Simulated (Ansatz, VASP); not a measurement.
# One calculation of Cs, two programs

```
Cs
1.0
     0.00000    5.69989    5.69989
     5.69989    0.00000    5.69989
     5.69989    5.69989    0.00000
Cs
2
Cartesian
  1.4250 1.4250 1.4250
  9.9748 9.9748 9.9748
```

Alike in both runs: functional PBE; k mesh 5 × 5 × 5; occupations fermi-dirac, width 0.1 eV; no spin polarisation.

Ansatz relaxed the structure, and its values are those at the end. VASP's run is a single point on that final structure, the one shown.

|  | VASP | Ansatz |
| --- | --- | --- |
| version | VASP 6.6.1 | Ansatz 0.2.0 |
| potentials or method | VASP PAW PBE potentials, release 64 (Cs_sv), cutoff 500 eV | plane waves (420 eV) with PAW, scalar-relativistic |
| valence electrons in the cell | 18 | 18 |

|  | VASP | Ansatz | Ansatz less VASP |
| --- | --- | --- | --- |
| pressure (GPa) | 0.0 | 0.0 | 0.00 |

The functional is the same, so the differences come from potentials, cutoffs and numerics.

Neither program's run includes spin-orbit coupling.
